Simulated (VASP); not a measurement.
# ZrWS3 (Cmmm) in VASP: a series of runs, part 2 of 2

VASP 6.6.1. The steps go on from the part before.

## 4. Single point, PBE

File INCAR:

```
SYSTEM = ZrWS3
  PREC = Accurate
  ENCUT = 500
  EDIFF = 1E-6
  ISMEAR = 0
  SIGMA = 0.1
  LREAL = .FALSE.
  LASPH = .TRUE.
  NELM = 120
  ALGO = Normal
  ISIF = 2
  LWAVE = .FALSE.
  LCHARG = .TRUE.
  GGA = PE
  LELF = .TRUE.
  LVHAR = .TRUE.
  NBANDS = 30
  GGA_COMPAT = .FALSE.
```

File KPOINTS:

```
regular mesh
0
G
  4 4 4
  0 0 0
```

File POSCAR:

```
ZrWS3
1.0
    2.6457632600     -4.2049004700      0.0000000000
    2.6457632600      4.2049004700      0.0000000000
    0.0000000000      0.0000000000      5.7247345700
Zr W S
1 1 3
Direct
    0.5000000000      0.5000000000      0.0000000000
    0.5000000000      0.5000000000      0.5000000000
    0.2539111400      0.7460888600      0.5000000000
    0.7460888600      0.2539111400      0.5000000000
    0.0000000000      0.0000000000      0.5000000000
```

Potentials or basis: VASP PAW PBE potentials, release 64 (Zr_sv, W_sv, S).

The run is started by

```
$ cat potpaw_PBE.64/Zr_sv/POTCAR potpaw_PBE.64/W_sv/POTCAR potpaw_PBE.64/S/POTCAR > POTCAR
$ mpirun -np 1 vasp_std > vasp.out
```

OUTCAR:

```text
SYSTEM = ZrWS3
   PREC = Accurate
   ENCUT = 500
   EDIFF = 1E-6
   ISMEAR = 0
   LREAL = .FALSE.
   LASPH = .TRUE.
   NELM = 120
   ISIF = 2
   GGA = PE

 ion  position               nearest neighbor table
   1  0.500  0.500  0.000-   2 2.86   2 2.86
   2  0.500  0.500  0.500-   3 2.07   4 2.07   5 2.65   5 2.65   1 2.86   1 2.86
   3  0.254  0.746  0.500-   2 2.07   5 2.14   4 2.65   4 2.65
   4  0.746  0.254  0.500-   2 2.07   5 2.14   3 2.65   3 2.65
   5  0.000  0.000  0.500-   3 2.14   4 2.14   2 2.65   2 2.65

  LATTYP: Found a base centered orthorhombic cell.
 ALAT       =     5.2915265200
 B/A-ratio  =     1.5892958125
 C/A-ratio  =     1.0818682564

  Lattice vectors:

 A1 = (   2.6457632600,  -4.2049004700,   0.0000000000)
 A2 = (   2.6457632600,   4.2049004700,   0.0000000000)
 A3 = (   0.0000000000,   0.0000000000,   5.7247345700)

Analysis of symmetry for initial positions (statically):
=====================================================================
 Subroutine PRICEL returns:
 Original cell was already a primitive cell.

 Routine SETGRP: Setting up the symmetry group for a
 base centered orthorhombic supercell.

 Subroutine GETGRP returns: Found  8 space group operations
 (whereof  8 operations were pure point group operations)
 out of a pool of  8 trial point group operations.

The static configuration has the point symmetry D_2h.

Analysis of symmetry for dynamics (positions and initial velocities):
=====================================================================
 Subroutine PRICEL returns:
 Original cell was already a primitive cell.

 Routine SETGRP: Setting up the symmetry group for a
 base centered orthorhombic supercell.

 Subroutine GETGRP returns: Found  8 space group operations
 (whereof  8 operations were pure point group operations)
 out of a pool of  8 trial point group operations.

The dynamic configuration has the point symmetry D_2h.

 Subroutine INISYM returns: Found  8 space group operations
 (whereof  8 operations are pure point group operations),
 and found     1 'primitive' translations

----------------------------------------------------------------------------------------

                                     Primitive cell

  volume of cell :     127.3773

  direct lattice vectors                    reciprocal lattice vectors
     2.645763260 -4.204900470  0.000000000     0.188981383 -0.118908879  0.000000000
     2.645763260  4.204900470  0.000000000     0.188981383  0.118908879  0.000000000
     0.000000000  0.000000000  5.724734570     0.000000000  0.000000000  0.174680588

  length of vectors
     4.968022865  4.968022865  5.724734570     0.223278491  0.223278491  0.174680588

  position of ions in fractional coordinates (direct lattice)
     0.500000000  0.500000000  0.000000000
     0.500000000  0.500000000  0.500000000
     0.253911140  0.746088860  0.500000000
     0.746088860  0.253911140  0.500000000
     0.000000000  0.000000000  0.500000000

  ion indices of the primitive-cell ions
   primitive index   ion index
                 1           1
                 2           2
                 3           3
                 4           4
[... 24 lines left out ...]
 ===========================================

 Found     21 irreducible k-points:

 Following reciprocal coordinates:
            Coordinates               Weight
  0.000000  0.000000  0.000000      1.000000
  0.250000  0.000000  0.000000      4.000000
  0.500000  0.000000  0.000000      2.000000
  0.250000  0.250000  0.000000      2.000000
  0.500000  0.250000  0.000000      4.000000
 -0.250000  0.250000  0.000000      2.000000
[... 13 lines left out ...]
 -0.250000  0.250000  0.500000      2.000000
  0.500000  0.500000  0.500000      1.000000
   k-points           NKPTS =     21   k-points in BZ     NKDIM =     21   number of bands    NBANDS=     30
   number of dos      NEDOS =    301   number of ions     NIONS =      5
   total plane-waves  NPLWV =  54432
   dimension x,y,z NGX =    36 NGY =   36 NGZ =   42
   dimension x,y,z NGXF=    72 NGYF=   72 NGZF=   84
   ions per type =               1   1   3
   NGX,Y,Z   is equivalent  to a cutoff of  12.05, 12.05, 12.20 a.u.
   NGXF,Y,Z  is equivalent  to a cutoff of  24.09, 24.09, 24.39 a.u.
 SYSTEM =  ZrWS3
   PREC   = accura    normal or accurate (medium, high low for compatibility)
   ISTART =      0    job   : 0-new  1-cont  2-samecut
   ICHARG =      2    charge: 1-file 2-atom 10-const
   ISPIN  =      1    spin polarized calculation?
   LNONCOLLINEAR =      F non collinear calculations
   LSORBIT =      F    spin-orbit coupling
   LASPH  =      T    aspherical Exc in radial PAW
   ENCUT  =  500.0 eV  36.75 Ry    6.06 a.u.   9.06  9.06 10.44*2*pi/ulx,y,z
   NELM   =    120;   NELMIN=  2; NELMDL= -5     # of ELM steps
   EDIFF  = 0.1E-05   stopping-criterion for ELM
   LREAL  =      F    real-space projection
   EDIFFG = 0.1E-04   stopping-criterion for IOM
   NSW    =      0    number of steps for IOM
   IBRION =     -1    ionic relax: 0-MD 1-quasi-New 2-CG
   NFREE  =      0    steps in history (QN), initial steepest desc. (CG)
   ISIF   =      2    stress and relaxation
   ISYM   =      2    0-nonsym 1-usesym 2-fastsym
   POTIM  = 0.5000    time-step for ionic-motion
   TEBEG  =    0.0;   TEEND  =   0.0 temperature during run
   PSTRESS=    0.0 pullay stress
   NELECT =      44.0000    total number of electrons
   NUPDOWN=      -1.0000    fix difference up-down
   EMIN   =  10.00;   EMAX   =-10.00  energy-range for DOS
   EFERMI =   0.00;   METHOD = LEGACY
   ISMEAR =     0;   SIGMA  =   0.10  broadening in eV -4-tet -1-fermi 0-gaus
   EFERMI_NEDOS =   21; number of points for ismear=-14 and -15
   IALGO  =     38    algorithm
   IMIX   =      4    mixing-type and parameters
     AMIX     =   0.40;   BMIX     =  1.00
     AMIX_MAG =   1.60;   BMIX_MAG =  1.00
  volume/ion in A,a.u.               =      25.48       171.92
  Fermi-wavevector in a.u.,A,eV,Ry     =   1.148669  2.170670 17.952089  1.319441
  Thomas-Fermi vector in A             =   2.285343
   LORBIT       =      0    0 simple, 1 ext, 2 COOP (PROOUT), +10 PAW based schemes
   GGA     = PE    functional components
   LHFCALC =     F    Hartree Fock is set to
   AEXX    =    0.0000 exact exchange contribution
   IVDW    =     0    specifies the selected vdW correction
   LEPSILON=     F    determine dielectric tensor
   LRPA    =     F    only Hartree local field effects (RPA)
 non-spin polarized calculation
 Gauss-broadening in eV      SIGMA  =   0.10
  energy-cutoff  :      500.00
  volume of cell :      127.38
 maximum number of plane-waves:      3256
   NGX = 19   NGY = 19   NGZ = 21

 number of electron      43.9999997 magnetization

 Free energy of the ion-electron system (eV)
  ---------------------------------------------------
  ext. energy  EPLUGINS =         0.00000000
  ---------------------------------------------------
  free energy    TOTEN  =       -27.47110459 eV

  energy without entropy =      -27.42085399  energy(sigma->0) =      -27.44597929

 E-fermi :   5.4106     XC(G=0):  -9.2035

 val. band max:        5.4075809380   @ k =   0.5000   0.2500   0.0000
 cond. band min:       5.4256137239   @ k =   0.2500   0.2500   0.5000
 fundamental gap:      0.0180327859
 Fermi energy:         5.4105750677

 k-point     1 :       0.0000    0.0000    0.0000
  band No.  band energies     occupation
      1     -68.6391      2.00000
      2     -44.9518      2.00000
      3     -33.5728      2.00000
      4     -32.9403      2.00000
      5     -32.6738      2.00000
      6     -23.0774      2.00000
[... 682 lines left out ...]
     29       7.0310      0.00000
     30       7.5106      0.00000

------------------------ aborting loop because EDIFF is reached ----------------------------------------

  FORCE on cell =-STRESS in cart. coord.  units (eV):
  Direction    XX          YY          ZZ          XY          YZ          ZX
  --------------------------------------------------------------------------------------
  -------------------------------------------------------------------------------------
  Total        2.3884103     24.6966065     -5.2813568      0.0000000      0.0000000      0.0000000
  in kB       30.0419053    310.6388794    -66.4299678      0.0000000      0.0000000      0.0000000
  external PRESSURE =      91.4169390 kB  Pullay stress =       0.0000000 kB

 VOLUME and BASIS-vectors are now :
 -----------------------------------------------------------------------------
  energy-cutoff  :      500.00
  volume of cell :      127.38
      direct lattice vectors                 reciprocal lattice vectors
     2.645763260 -4.204900470  0.000000000     0.188981383 -0.118908879  0.000000000
     2.645763260  4.204900470  0.000000000     0.188981383  0.118908879  0.000000000
     0.000000000  0.000000000  5.724734570     0.000000000  0.000000000  0.174680588

 POSITION                                       TOTAL-FORCE (eV/Angst)
 -----------------------------------------------------------------------------------
      2.64576      0.00000      0.00000        -0.000000     -0.000000      0.000000
      2.64576      0.00000      2.86237         0.000000      0.000000      0.000000
      2.64576      2.06956      2.86237        -0.000000      1.637321      0.000000
      2.64576     -2.06956      2.86237        -0.000000     -1.637321      0.000000
      0.00000      0.00000      2.86237        -0.000000      0.000000      0.000000
 -----------------------------------------------------------------------------------
    total drift:                                0.000000      0.000000      0.000000

  FREE ENERGIE OF THE ION-ELECTRON SYSTEM (eV)
  ---------------------------------------------------
  free  energy   TOTEN  =       -27.4711045922 eV

  energy  without entropy=      -27.4208539946  energy(sigma->0) =      -27.44597929
```

Wall time 37 s (1 thread of Intel Xeon 6975P-C (Granite Rapids), shared host); peak memory 0.26 GiB.

Results:

* Free energy: -27.4711 eV
* Pressure: 9.1 GPa
* Largest force: 1.637 eV/Å
* Band gap on the k mesh: zero (band 22 reaches 5.58 eV, above the bottom of band 23 at 5.34 eV)

Forces in eV/Å, atoms in the order of the input:
```
Zr   0.000  0.000  0.000
W    0.000  0.000  0.000
S    0.000  1.637  0.000
S    0.000 -1.637  0.000
S    0.000  0.000  0.000
```

Stress tensor (GPa, compression positive):
```
 3.00  0.00  0.00
 0.00 31.06  0.00
 0.00  0.00 -6.64
```

Levels at points of the mesh, in eV from the Fermi level:
```csv
k point,band 19,band 20,band 21,band 22,band 23,band 24,band 25,band 26
"(0.00, 0.00, 0.00)",-1.89,-1.80,-1.31,-0.13,-0.04,0.14,0.38,1.24
"(0.50, 0.00, 0.00)",-3.14,-1.97,-0.53,-0.47,0.09,0.74,0.92,1.03
"(0.50, 0.50, 0.00)",-2.64,-2.05,-2.03,-0.34,0.30,0.56,0.75,1.03
"(0.00, 0.00, 0.50)",-1.40,-0.86,-0.40,-0.08,-0.07,0.35,0.37,0.41
"(0.50, 0.00, 0.50)",-2.07,-1.06,-0.27,0.17,0.21,0.24,0.42,0.58
"(0.50, 0.50, 0.50)",-2.67,-1.23,-1.02,0.14,0.29,0.53,0.54,0.55
```

Caveat: spin-orbit coupling is left out, which moves the levels of the heavy elements; forces of over 1 eV/Å act on the atoms, so gaps and moduli don't describe the material at rest.

## 5. Overview

| spin | cell | cutoff (eV) | gap on the mesh (eV) | pressure (GPa) | moment (μB) | largest force (eV/Å) |
| --- | --- | --- | --- | --- | --- | --- |
| collinear | a = 4.968, b = 4.968, c = 5.725 Å, angles 90.0, 90.0, 115.6°, 5 atoms | 520 | none | 10.0 | 1.75 | 1.55 |
| collinear, ferrimagnetic start | a = 6.094, b = 6.094, c = 5.180 Å, angles 90.0, 90.0, 135.1°, 5 atoms | 520 | none | -0.1 | 0.01 | 0.07 |
| off | a = 4.968, b = 4.968, c = 5.725 Å, angles 90.0, 90.0, 115.6°, 5 atoms | 500 | none | 9.1 | - | 1.64 |

Alike in all rows: task single point; level PBE; potentials or basis VASP PAW PBE potentials, release 64 (Zr_sv, W_sv, S); k mesh 4 × 4 × 4; smearing gaussian 0.1 eV.

Caveats: some runs use coarse meshes; spin-orbit coupling is left out, which moves the levels of the heavy elements; forces of over 1 eV/Å act on the atoms, so gaps and moduli don't describe the material at rest (some runs).

Absolute energies hang on the potentials; compare differences alone.
